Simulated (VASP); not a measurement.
Input of a VASP 6.6.1 run:

The input INCAR:

```
SYSTEM = AlNi
PREC = Accurate ; ENCUT = 520
EDIFF = 1E-6 ; ISMEAR = 0
SIGMA = 0.15 ; LREAL = .False.
LASPH = .True. ; NELM = 80
ALGO = Fast ; ISIF = 2
LWAVE = .False. ; LCHARG = .False.
GGA = PS ; NBANDS = 14
```

The input KPOINTS:

```
Automatic mesh
0
Gamma
  20 20 20
  0 0 0
```

POSCAR

```
AlNi
1.0
    3.1841591762      0.0000000000      0.0000000000
    0.0000000000      3.1841591762      0.0000000000
    0.0000000000      0.0000000000      2.8621655516
Al Ni
1 1
Direct
    0.0000000000      0.0000000000      0.0000000000
    0.5000000000      0.5000000000      0.5000000000
```

Potentials or basis: VASP PAW PBE potentials, release 64 (Al, Ni).

Launch:

```bash
$ cat potpaw_PBE.64/Al/POTCAR potpaw_PBE.64/Ni/POTCAR > POTCAR
$ mpirun -np 1 vasp_std > vasp.out
```

(1) Predict the pressure.

Results:

(1) -22.8 GPa.

Caveat: the cell differs from its parent crystal (strain +0.1125 x Voigt [1, 1, 0, 0, 0, 0]); the PAW data sets were made with another functional, which shifts forces and pressure a little.
